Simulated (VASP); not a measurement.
Wanted: the native input for a VASP 6.6.1 run.

```yaml
Task: single point
Functional: PBE
Potentials_or_basis: VASP PAW PBE potentials, release 64 (Zn, Se, S)
Cutoff: 520 eV
k_mesh: 12 × 12 × 4
Occupations: gaussian, width 0.02 eV
Spin: no spin polarisation
Dipole_correction: no
Further_INCAR_settings: ALGO = Normal; EDIFF = 1e-06; NBANDS = 36
```

The structure of Zn3SeS2 lies in POSCAR:

```
Zn3SeS2
1.0
    3.7520794937     -0.0000000277      0.0000000000
   -1.8760397229      3.2493961724      0.0000000000
    0.0000000000      0.0000000000      9.2079274976
Zn Se S
3 1 2
Direct
    0.0000000000      0.0000000000      0.0105951244
    0.6666666667      0.3333333333      0.3336258020
    0.3333333333      0.6666666667      0.6552325530
    0.0000000000      0.0000000000      0.7529294120
    0.6666666667      0.3333333333      0.0871166209
    0.3333333333      0.6666666667      0.4104994877
```

The input as run:

INCAR

```
  PREC = Accurate
  ENCUT = 520
  EDIFF = 1E-6
  ISMEAR = 0
  SIGMA = 0.02
  LREAL = F
  LASPH = T
  NELM = 100
  ALGO = Normal
  ISIF = 2
  LWAVE = F
  LCHARG = T
  GGA = PE
  LELF = T
  LVHAR = T
  NBANDS = 36
```

KPOINTS

```
regular mesh
0
Gamma
  12 12 4
```

Potentials or basis: VASP PAW PBE potentials, release 64 (Zn, Se, S).

Command:

```console
$ cat potpaw_PBE.64/Zn/POTCAR potpaw_PBE.64/Se/POTCAR potpaw_PBE.64/S/POTCAR > POTCAR
$ mpirun -np 1 vasp_std > vasp.out
```

It gave:

```
Pressure               : 11.2 GPa
Largest force          : 0.008 eV/Å
Band gap on the k mesh : 1.93 eV
```

Caveat: the cell stands under pressure.

Wall time 2.5 min on 1 thread of AMD EPYC 9R45 96-Core Processor (Zen 5), on a shared host, peak memory 0.36 GiB.
